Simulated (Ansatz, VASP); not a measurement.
**CdS: VASP beside Ansatz**

The input POSCAR:

```
CdS
1.0
    0.0000000000      2.9098226946      2.9816746225
    2.9098226946      0.0000000000      2.9816746225
    2.9098226946      2.9098226946      0.0000000000
Cd S
1 1
Direct
    0.0000000000      0.0000000000      0.0000000000
    0.2500000000      0.2500000000      0.2500000000
```

The input INCAR.step1:

```
  ALGO = Normal
  EDIFF = 1E-5
  ENCUT = 520
  GGA = PE
  ISIF = 2
  ISMEAR = 0
  KPAR = 4
  LASPH = True
  LCHARG = False
  LREAL = False
  LWAVE = True
  NBANDS = 16
  NELM = 80
  PREC = Accurate
  SIGMA = 0.01
```

The input INCAR.step2:

```
  ALGO = Normal
  EDIFF = 1E-6
  ENCUT = 520
  GGA = PE
  HFSCREEN = 0.2079
  ISIF = 2
  ISMEAR = 0
  ISTART = 1
  KPAR = 4
  LASPH = True
  LCHARG = False
  LHFCALC = True
  LREAL = False
  LWAVE = False
  NBANDS = 16
  NELM = 80
  PREC = Accurate
  PRECFOCK = Normal
  SIGMA = 0.01
```

The input KPOINTS:

```
k-points
0
Gamma
  6 6 6
```

Input for Ansatz:

```yaml
crystal:
  lattice:
    - [0.0, 2.9098226946, 2.9816746225]
    - [2.9098226946, 0.0, 2.9816746225]
    - [2.9098226946, 2.9098226946, 0.0]
  atoms:
    - { symbol: Cd, position: [0.0, 0.0, 0.0] }
    - { symbol: S, position: [0.25, 0.25, 0.25] }
kpoints:
  mp_grid: { grid: [6, 6, 6] }
  band_path:
    path:
      - [0.0, 0.0, 0.0]
      - [-0.5, -0.5, 0.0]
      - [-0.375, -0.375, 0.25]
      - [-0.375, 0.0, 0.375]
      - [0.0, 0.0, 0.5]
      - [-0.5, -0.25, 0.25]
    npoints: 1
hamiltonian:
  xc: hse06
scf:
  occupations: { method: fixed }
  n_extra_bands: 4
output:
  forces: true
  stress: true
  eigenvalues: true
  write_density: true
  write_potential: true
  elf: true
  volumetric_format: npy
```

Change from the starting cell: epitaxial_xy strain -1.0%.

Alike in both runs: task single point; functional HSE06; k mesh 6 × 6 × 6; no spin polarisation.

|  | VASP | Ansatz |
| --- | --- | --- |
| version | VASP 6.6.1 | Ansatz 0.2.0 |
| potentials or method | VASP PAW PBE potentials, release 64 (Cd, S) | plane waves, PAW |
| plane-wave cutoff (eV) | 520 | 420 |
| occupations | gaussian, width 0.01 eV | fixed |
| valence electrons in the cell | 18 | 26 |

```csv
,VASP,Ansatz,Ansatz less VASP
gap on the k mesh at the Fermi level (eV),2.10,2.09,-0.004
pressure (GPa),0.8,0.6,-0.28
"traceless stress, the component that is largest in VASP (GPa)",-0.35,-0.35,-0.006
```

VASP's potentials hold 18 valence electrons a cell and Ansatz's 26, so a difference there can come from the potentials and not from the codes. Ansatz's warnings: stress exchange threshold loose, stress scf threshold loose.
